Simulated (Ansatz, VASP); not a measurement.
## Two plane-wave programs on Ti

Contents of INCAR:

```
PREC = Accurate
ENCUT = 520
EDIFF = 1E-7
ISMEAR = -1
SIGMA = 0.1
LREAL = False
LASPH = True
NELM = 60
ALGO = Normal
ISIF = 2
LWAVE = False
LCHARG = False
GGA = CA
NBANDS = 32
```

Contents of KPOINTS:

```
regular mesh
0
Gamma
  14 14 4
```

File POSCAR:

```
Ti
1.0
    2.8569893208      0.0000000000      0.0000000000
   -1.4284946604      2.4742253302      0.0000000000
    0.0000000000      0.0000000000      9.1555626476
Ti
4
Direct
    0.0000000000      1.0000000000      0.0000000000
    0.0000000000      1.0000000000      0.5000000000
    0.3333333333      0.6666666667      0.2500000000
    0.6666666667      0.3333333333      0.7500000000
```

Input for Ansatz:

```yaml
crystal:
  lattice:
    - [2.8569893208, 0.0, 0.0]
    - [-1.4284946604, 2.4742253302, 0.0]
    - [0.0, 0.0, 9.1555626476]
  atoms:
    - { symbol: Ti, position: [0.0, 1.0, 0.0] }
    - { symbol: Ti, position: [0.0, 1.0, 0.5] }
    - { symbol: Ti, position: [0.3333333333, 0.6666666667, 0.25] }
    - { symbol: Ti, position: [0.6666666667, 0.3333333333, 0.75] }
hamiltonian:
  xc: lda
  pseudopotentials:
    kind: paw
    azcp:
      Ti: "pseudopotentials/Ti.paw.azcp"
basis:
  ecutwfc: 420
  fft_grid_basis: typed
kpoints:
  mp_grid: { grid: [14, 14, 4], shift: [0, 0, 0] }
magnetization:
  spin_polarized: false
scf:
  occupations: { method: fermi_dirac, width: 0.1 }
  lower_state_search: "off"
output:
  stress: true
  write_density: true
  write_potential: true
  elf: true
  volumetric_format: npy
```

Alike in both runs: task single point; functional LDA; k mesh 14 × 14 × 4; occupations fermi-dirac, width 0.1 eV; no spin polarisation.

|  | VASP | Ansatz |
| --- | --- | --- |
| version | VASP 6.6.1 | Ansatz 0.2.0 |
| potentials or method | VASP PAW LDA potentials, release 64 (Ti_sv), cutoff 520 eV | plane waves (420 eV) with PAW, scalar-relativistic |
| valence electrons in the cell | 48 | 48 |

Ansatz gave:

| Item | Value |
| --- | --- |
| pressure (GPa) | 0.0 |

**Question.** What did VASP give for the same quantities?

**Answer.** Pressure (GPa): -0.2.

Ansatz warns that its potentials were made for another functional, while VASP's fit it. LDA's correlation is that of Perdew and Zunger in VASP and of Perdew and Wang (1992) in Ansatz.
